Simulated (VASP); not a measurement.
# TaN (P6_3/mmc) in VASP: single point with PBE+U

Aim: the single point of TaN with PBE+U.

Everything below comes from runs of VASP 6.6.1. Logs are shortened: lines on timing, memory, paths and dates and some standing lists are left out, and cuts for length are marked.

## Step 1: The cell of the first run

Symmetry: P6_3/mmc, No. 194, hexagonal system. Conventional cell: a = 3.048 Å, b = 3.048 Å, c = 4.918 Å, α = 90.00°, β = 90.00°, γ = 120.00°. Within 2.8 Å of Ta (site symmetry -3m) lie 6 N at 2.15 Å and 2 Ta at 2.46 Å. N (site symmetry -6m2) has 6 Ta at 2.15 Å within 2.8 Å.

## Step 2: Single point, PBE+U

The input, INCAR:

```
  PREC = Accurate
  ENCUT = 700
  EDIFF = 1E-6
  ISMEAR = 0
  SIGMA = 0.05
  LREAL = False
  LASPH = True
  NELM = 200
  ALGO = Normal
  ISIF = 2
  LWAVE = False
  LCHARG = False
  LMAXMIX = 4
  LDAU = True
  LDAUTYPE = 2
  LDAUL = 2 -1
  LDAUU = 7 0
  LDAUJ = 0 0
  LDAUPRINT = 1
  GGA = PE
  NBANDS = 26
  GGA_COMPAT = False
```

The input, KPOINTS:

```
Automatic mesh
0
Gamma
  7 7 4
```

The input, POSCAR:

```
TaN
1.0
    3.0480018400      0.0000000000      0.0000000000
   -1.5240009200      2.6396470300      0.0000000000
    0.0000000000      0.0000000000      4.9179997800
Ta N
2 2
Direct
    0.0000000000      0.0000000000      0.0000000000
    0.0000000000      0.0000000000      0.5000000000
    0.3333333333      0.6666666667      0.2500000000
    0.6666666667      0.3333333333      0.7500000000
```

Potentials or basis: VASP PAW PBE potentials, release 64 (Ta_sv_GW, N).

On the command line:

```console
$ cat potpaw_PBE.64/Ta_sv_GW/POTCAR potpaw_PBE.64/N/POTCAR > POTCAR
$ mpirun -np 1 vasp_std > vasp.out
```

OUTCAR:

```text
PREC = Accurate
   ENCUT = 700
   EDIFF = 1E-6
   ISMEAR = 0
   LREAL = False
   LASPH = True
   NELM = 200
   ISIF = 2
   GGA = PE

 ion  position               nearest neighbor table
   1  0.000  0.000  0.000-   3 2.15   4 2.15   4 2.15   3 2.15   4 2.15   3 2.15   2 2.46   2 2.46

   2  0.000  0.000  0.500-   3 2.15   4 2.15   4 2.15   3 2.15   4 2.15   3 2.15   1 2.46   1 2.46

   3  0.333  0.667  0.250-   1 2.15   2 2.15   1 2.15   2 2.15   1 2.15   2 2.15
   4  0.667  0.333  0.750-   1 2.15   2 2.15   1 2.15   2 2.15   1 2.15   2 2.15

  LATTYP: Found a hexagonal cell.
 ALAT       =     3.0480018400
 C/A-ratio  =     1.6135160142

  Lattice vectors:

 A1 = (   3.0480018400,   0.0000000000,   0.0000000000)
 A2 = (  -1.5240009200,   2.6396470300,   0.0000000000)
 A3 = (   0.0000000000,   0.0000000000,   4.9179997800)

Analysis of symmetry for initial positions (statically):
=====================================================================
 Subroutine PRICEL returns:
 Original cell was already a primitive cell.

 Routine SETGRP: Setting up the symmetry group for a
 hexagonal supercell.

 Subroutine GETGRP returns: Found 24 space group operations
 (whereof 12 operations were pure point group operations)
 out of a pool of 24 trial point group operations.

The static configuration has the point symmetry D_3d.
 The point group associated with its full space group is D_6h.

Analysis of symmetry for dynamics (positions and initial velocities):
=====================================================================
 Subroutine PRICEL returns:
 Original cell was already a primitive cell.

 Routine SETGRP: Setting up the symmetry group for a
 hexagonal supercell.

 Subroutine GETGRP returns: Found 24 space group operations
 (whereof 12 operations were pure point group operations)
 out of a pool of 24 trial point group operations.

The dynamic configuration has the point symmetry D_3d.
 The point group associated with its full space group is D_6h.

 Subroutine INISYM returns: Found 24 space group operations
 (whereof 12 operations are pure point group operations),
 and found     1 'primitive' translations

----------------------------------------------------------------------------------------

                                     Primitive cell

  volume of cell :      39.5685

  direct lattice vectors                    reciprocal lattice vectors
     3.048001840  0.000000000  0.000000000     0.328083791  0.189419265  0.000000000
    -1.524000920  2.639647030  0.000000000     0.000000000  0.378838530  0.000000000
     0.000000000  0.000000000  4.917999780     0.000000000  0.000000000  0.203334698

  length of vectors
     3.048001840  3.048001845  4.917999780     0.378838530  0.378838530  0.203334698

  position of ions in fractional coordinates (direct lattice)
     0.000000000  0.000000000  0.000000000
     0.000000000  0.000000000  0.500000000
     0.333333333  0.666666667  0.250000000
     0.666666667  0.333333333  0.750000000

  ion indices of the primitive-cell ions
   primitive index   ion index
                 1           1
                 2           2
                 3           3
                 4           4

----------------------------------------------------------------------------------------

 KPOINTS: Automatic mesh

Automatic generation of k-mesh.
 Grid dimensions read from file:
 generate k-points for:    7    7    4

 Generating k-lattice:

  Cartesian coordinates                     Fractional coordinates (reciprocal lattice)
     0.046869113  0.027059895  0.000000000     0.142857143  0.000000000  0.000000000
     0.000000000  0.054119790  0.000000000     0.000000000  0.142857143  0.000000000
     0.000000000  0.000000000  0.050833674     0.000000000  0.000000000  0.250000000

  Length of vectors
     0.054119790  0.054119790  0.050833674

  Shift w.r.t. Gamma in fractional coordinates (k-lattice)
     0.000000000  0.000000000  0.000000000

 Subroutine IBZKPT returns following result:
[... 48 lines left out ...]
   EDIFF  = 0.1E-05   stopping-criterion for ELM
   LREAL  =      F    real-space projection
   EDIFFG = 0.1E-04   stopping-criterion for IOM
   NSW    =      0    number of steps for IOM
   IBRION =     -1    ionic relax: 0-MD 1-quasi-New 2-CG
   NFREE  =      0    steps in history (QN), initial steepest desc. (CG)
   ISIF   =      2    stress and relaxation
   ISYM   =      2    0-nonsym 1-usesym 2-fastsym
   POTIM  = 0.5000    time-step for ionic-motion
   TEBEG  =    0.0;   TEEND  =   0.0 temperature during run
   PSTRESS=    0.0 pullay stress
   NELECT =      36.0000    total number of electrons
   NUPDOWN=      -1.0000    fix difference up-down
   EMIN   =  10.00;   EMAX   =-10.00  energy-range for DOS
   EFERMI =   0.00;   METHOD = LEGACY
   ISMEAR =     0;   SIGMA  =   0.05  broadening in eV -4-tet -1-fermi 0-gaus
   EFERMI_NEDOS =   21; number of points for ismear=-14 and -15
   IALGO  =     38    algorithm
   IMIX   =      4    mixing-type and parameters
     AMIX     =   0.40;   BMIX     =  1.00
     AMIX_MAG =   1.60;   BMIX_MAG =  1.00
  volume/ion in A,a.u.               =       9.89        66.76
  Fermi-wavevector in a.u.,A,eV,Ry     =   1.586326  2.997722 34.238115  2.516430
  Thomas-Fermi vector in A             =   2.685654
   LORBIT       =      0    0 simple, 1 ext, 2 COOP (PROOUT), +10 PAW based schemes
 LDA+U is selected, type is set to LDAUTYPE =  2
   angular momentum for each species LDAUL =     2   -1
   U (eV)           for each species LDAUU =   7.0  0.0
   J (eV)           for each species LDAUJ =   0.0  0.0
   GGA     = PE    functional components
   LHFCALC =     F    Hartree Fock is set to
   AEXX    =    0.0000 exact exchange contribution
   IVDW    =     0    specifies the selected vdW correction
   LEPSILON=     F    determine dielectric tensor
   LRPA    =     F    only Hartree local field effects (RPA)
 non-spin polarized calculation
 Gauss-broadening in eV      SIGMA  =   0.05
  energy-cutoff  :      700.00
  volume of cell :       39.57
 maximum number of plane-waves:      1701
 NGX is ok and might be reduce to    28
   NGX = 13   NGY = 13   NGZ = 21

atom =   1  type =  1  l = 2

 onsite density matrix

spin component  1

  0.1930  0.0000  0.0000  0.0117  0.0000
  0.0000  0.2306  0.0000 -0.0000  0.0117
  0.0000  0.0000  0.4001  0.0000  0.0000
  0.0117 -0.0000  0.0000  0.2306  0.0000
  0.0000  0.0117  0.0000  0.0000  0.1930

spin component  2

  0.1930  0.0000  0.0000  0.0117  0.0000
  0.0000  0.2306  0.0000 -0.0000  0.0117
  0.0000  0.0000  0.4001  0.0000  0.0000
  0.0117 -0.0000  0.0000  0.2306  0.0000
  0.0000  0.0117  0.0000  0.0000  0.1930

 occupancies and eigenvectors

  o =  0.1897  v =  0.9615  0.0000  0.0000 -0.2746 -0.0000  0.0000  0.0000  0.0000  0.0000  0.0000      0.0000  0.0000  0.0000  0.0000  0.0000  0.0000  0.0000  0.0000  0.0000  0.0000
  o =  0.1897  v =  0.0000  0.0000  0.0000  0.0000  0.0000  0.9615  0.0000  0.0000 -0.2746 -0.0000      0.0000  0.0000  0.0000  0.0000  0.0000  0.0000  0.0000  0.0000  0.0000  0.0000
  o =  0.1897  v =  0.0000 -0.2746 -0.0000 -0.0000  0.9615  0.0000  0.0000  0.0000  0.0000  0.0000      0.0000  0.0000  0.0000  0.0000  0.0000  0.0000  0.0000  0.0000  0.0000  0.0000
  o =  0.1897  v =  0.0000  0.0000  0.0000  0.0000  0.0000  0.0000 -0.2746 -0.0000 -0.0000  0.9615      0.0000  0.0000  0.0000  0.0000  0.0000  0.0000  0.0000  0.0000  0.0000  0.0000
  o =  0.2339  v = -0.2746  0.0000  0.0000 -0.9615  0.0000  0.0000  0.0000  0.0000  0.0000  0.0000      0.0000  0.0000  0.0000  0.0000  0.0000  0.0000  0.0000  0.0000  0.0000  0.0000
  o =  0.2339  v =  0.0000  0.0000  0.0000  0.0000  0.0000 -0.2746  0.0000  0.0000 -0.9615  0.0000      0.0000  0.0000  0.0000  0.0000  0.0000  0.0000  0.0000  0.0000  0.0000  0.0000
  o =  0.2339  v =  0.0000  0.9615 -0.0000  0.0000  0.2746  0.0000  0.0000  0.0000  0.0000  0.0000      0.0000  0.0000  0.0000  0.0000  0.0000  0.0000  0.0000  0.0000  0.0000  0.0000
  o =  0.2339  v =  0.0000  0.0000  0.0000  0.0000  0.0000  0.0000  0.9615 -0.0000  0.0000  0.2746      0.0000  0.0000  0.0000  0.0000  0.0000  0.0000  0.0000  0.0000  0.0000  0.0000
  o =  0.4001  v =  0.0000  0.0000  0.0000  0.0000  0.0000 -0.0000 -0.0000 -1.0000 -0.0000 -0.0000      0.0000  0.0000  0.0000  0.0000  0.0000  0.0000  0.0000  0.0000  0.0000  0.0000
  o =  0.4001  v = -0.0000 -0.0000 -1.0000 -0.0000 -0.0000  0.0000  0.0000  0.0000  0.0000  0.0000      0.0000  0.0000  0.0000  0.0000  0.0000  0.0000  0.0000  0.0000  0.0000  0.0000

atom =   2  type =  1  l = 2

 onsite density matrix

spin component  1

  0.1930 -0.0000  0.0000 -0.0117  0.0000
 -0.0000  0.2306 -0.0000 -0.0000 -0.0117
  0.0000 -0.0000  0.4001 -0.0000  0.0000
 -0.0117 -0.0000 -0.0000  0.2306 -0.0000
  0.0000 -0.0117  0.0000 -0.0000  0.1930

spin component  2

  0.1930 -0.0000  0.0000 -0.0117  0.0000
 -0.0000  0.2306 -0.0000 -0.0000 -0.0117
  0.0000 -0.0000  0.4001 -0.0000  0.0000
 -0.0117 -0.0000 -0.0000  0.2306 -0.0000
  0.0000 -0.0117  0.0000 -0.0000  0.1930

 occupancies and eigenvectors

  o =  0.1897  v =  0.9615 -0.0000  0.0000  0.2746 -0.0000  0.0000  0.0000  0.0000  0.0000  0.0000      0.0000  0.0000  0.0000  0.0000  0.0000  0.0000  0.0000  0.0000  0.0000  0.0000
  o =  0.1897  v =  0.0000  0.0000  0.0000  0.0000  0.0000  0.9615 -0.0000  0.0000  0.2746 -0.0000      0.0000  0.0000  0.0000  0.0000  0.0000  0.0000  0.0000  0.0000  0.0000  0.0000
  o =  0.1897  v = -0.0000 -0.2746  0.0000 -0.0000 -0.9615  0.0000  0.0000  0.0000  0.0000  0.0000      0.0000  0.0000  0.0000  0.0000  0.0000  0.0000  0.0000  0.0000  0.0000  0.0000
  o =  0.1897  v =  0.0000  0.0000  0.0000  0.0000  0.0000 -0.0000 -0.2746  0.0000 -0.0000 -0.9615      0.0000  0.0000  0.0000  0.0000  0.0000  0.0000  0.0000  0.0000  0.0000  0.0000
  o =  0.2339  v =  0.2746  0.0000  0.0000 -0.9615 -0.0000  0.0000  0.0000  0.0000  0.0000  0.0000      0.0000  0.0000  0.0000  0.0000  0.0000  0.0000  0.0000  0.0000  0.0000  0.0000
  o =  0.2339  v =  0.0000  0.0000  0.0000  0.0000  0.0000  0.2746  0.0000  0.0000 -0.9615 -0.0000      0.0000  0.0000  0.0000  0.0000  0.0000  0.0000  0.0000  0.0000  0.0000  0.0000
  o =  0.2339  v =  0.0000 -0.9615 -0.0000 -0.0000  0.2746  0.0000  0.0000  0.0000  0.0000  0.0000      0.0000  0.0000  0.0000  0.0000  0.0000  0.0000  0.0000  0.0000  0.0000  0.0000
  o =  0.2339  v =  0.0000  0.0000  0.0000  0.0000  0.0000  0.0000 -0.9615 -0.0000 -0.0000  0.2746      0.0000  0.0000  0.0000  0.0000  0.0000  0.0000  0.0000  0.0000  0.0000  0.0000
  o =  0.4001  v =  0.0000  0.0000  0.0000  0.0000  0.0000 -0.0000  0.0000 -1.0000  0.0000 -0.0000      0.0000  0.0000  0.0000  0.0000  0.0000  0.0000  0.0000  0.0000  0.0000  0.0000
  o =  0.4001  v = -0.0000  0.0000 -1.0000  0.0000 -0.0000  0.0000  0.0000  0.0000  0.0000  0.0000      0.0000  0.0000  0.0000  0.0000  0.0000  0.0000  0.0000  0.0000  0.0000  0.0000

 number of electron      36.0000001 magnetization

 Free energy of the ion-electron system (eV)
  ---------------------------------------------------
  ext. energy  EPLUGINS =         0.00000000
  ---------------------------------------------------
  free energy    TOTEN  =       -33.15837709 eV

  energy without entropy =      -33.15668778  energy(sigma->0) =      -33.15753243

 E-fermi :  15.4950     XC(G=0): -14.1278

 val. band max:       15.4875442301   @ k =   0.4286   0.1429   0.2500
 cond. band min:      15.6801254404   @ k =   0.2857   0.2857   0.0000
 fundamental gap:      0.1925812102
 Fermi energy:        15.4949840542

 k-point     1 :       0.0000    0.0000    0.0000
  band No.  band energies     occupation
      1     -54.8944      2.00000
      2     -54.5956      2.00000
      3     -22.9811      2.00000
      4     -21.2650      2.00000
      5     -21.2650      2.00000
      6     -20.8996      2.00000
[... 685 lines left out ...]
     25      23.8372      0.00000
     26      23.8374      0.00000

------------------------ aborting loop because EDIFF is reached ----------------------------------------

  FORCE on cell =-STRESS in cart. coord.  units (eV):
  Direction    XX          YY          ZZ          XY          YZ          ZX
  --------------------------------------------------------------------------------------
  -------------------------------------------------------------------------------------
  Total       13.8195293     13.8195294     37.2776042      0.0000000     -0.0000000      0.0000000
  in kB      559.5697741    559.5697766   1509.4161326      0.0000000     -0.0000000      0.0000000
  external PRESSURE =     876.1852278 kB  Pullay stress =       0.0000000 kB

 VOLUME and BASIS-vectors are now :
 -----------------------------------------------------------------------------
  energy-cutoff  :      700.00
  volume of cell :       39.57
      direct lattice vectors                 reciprocal lattice vectors
     3.048001840  0.000000000  0.000000000     0.328083791  0.189419265  0.000000000
    -1.524000920  2.639647030  0.000000000     0.000000000  0.378838530  0.000000000
     0.000000000  0.000000000  4.917999780     0.000000000  0.000000000  0.203334698

 POSITION                                       TOTAL-FORCE (eV/Angst)
 -----------------------------------------------------------------------------------
      0.00000      0.00000      0.00000         0.000000     -0.000000      0.000000
      0.00000      0.00000      2.45900         0.000000     -0.000000      0.000000
     -0.00000      1.75976      1.22950        -0.000000     -0.000000      0.000000
      1.52400      0.87988      3.68850        -0.000000      0.000000     -0.000000
 -----------------------------------------------------------------------------------
    total drift:                                0.000000     -0.000000     -0.000000

  FREE ENERGIE OF THE ION-ELECTRON SYSTEM (eV)
  ---------------------------------------------------
  free  energy   TOTEN  =       -33.1583770874 eV

  energy  without entropy=      -33.1566877802  energy(sigma->0) =      -33.15753243
```

Run time: 62 s. Hardware: 1 thread of AMD EPYC 7R13 (Zen 3), shared host; peak memory 0.17 GiB.

Results:

```yaml
Free_energy: -33.1584 eV
Pressure: 87.6 GPa
Band_gap_on_the_k_mesh: zero (bands 18 and 19 overlap by 2.19 eV)
```

Stress tensor (GPa, compression positive):
```
 55.96   0.00   0.00
  0.00  55.96   0.00
  0.00   0.00 150.94
```

Levels at points of the mesh, in eV from the Fermi level:
```tsv
k point	band 14	band 15	band 16	band 17	band 18	band 19	band 20	band 21	band 22	band 23
(0.00, 0.00, 0.00)	-5.84	-4.27	-4.27	-4.26	-1.56	-1.56	-0.16	-0.16	1.94	3.35
(0.00, 0.00, 0.50)	-6.57	-6.57	-6.57	-0.65	-0.65	0.27	0.27	0.27	0.27	4.47
```

Eigenvalues of the final occupation matrices:
| site | spin | trace | eigenvalues |
| --- | --- | --- | --- |
| site 1 d | 1 | 1.25 | 0.19 0.19 0.23 0.23 0.40 |
| site 1 d | 2 | 1.25 | 0.19 0.19 0.23 0.23 0.40 |
| site 2 d | 1 | 1.25 | 0.19 0.19 0.23 0.23 0.40 |
| site 2 d | 2 | 1.25 | 0.19 0.19 0.23 0.23 0.40 |

Caveat: the stress differs along the axes, from 56 to 151 GPa; spin-orbit coupling is left out, which moves the levels of the heavy elements; U without spin polarisation on a metal has little footing.

The gap in the log of VASP goes by the Fermi energy; the results here count the filled bands.